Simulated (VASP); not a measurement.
A run of VASP 6.6.1:

File INCAR:

```
SYSTEM = HfO2
  ALGO = Normal
  EDIFF = 1E-6
  ENCUT = 520
  ISIF = 2
  ISMEAR = 0
  LASPH = .True.
  LCHARG = .False.
  LREAL = .False.
  LWAVE = .False.
  NBANDS = 31
  NELM = 100
  PREC = Accurate
  SIGMA = 0.05
```

File KPOINTS:

```
k-points
0
Gamma
  6 6 6
  0 0 0
```

POSCAR

```
HfO2
1.0
    3.5580193300      0.0000000000      0.0000000000
    0.0000000000      3.5580193300      0.0000000000
    0.0000000000      0.0000000000      5.1718612100
Hf O
2 4
Direct
    0.5000000000      0.5000000000      0.5000000000
    0.0000000000      0.0000000000      0.0000000000
    0.0000000000      0.5000000000      0.6972078800
    0.5000000000      0.0000000000      0.8027921200
    0.5000000000      0.0000000000      0.3027921200
    0.0000000000      0.5000000000      0.1972078800
```

Potentials or basis: VASP PAW LDA potentials, release 64 (Hf_pv, O).

Launch:

```console
$ cat potpaw_LDA.64/Hf_pv/POTCAR potpaw_LDA.64/O/POTCAR > POTCAR
$ mpirun -np 1 vasp_std > vasp.out
```

Hardware: 1 thread of Intel(R) Xeon(R) Platinum 8488C (Sapphire Rapids), on a shared host.

Question: Estimate the wall time of this run.

Answer: Wall time 43 s on 1 thread of Intel(R) Xeon(R) Platinum 8488C (Sapphire Rapids) (shared host), peak memory 0.2 GiB. Counts: scf iterations 13, k points 40.
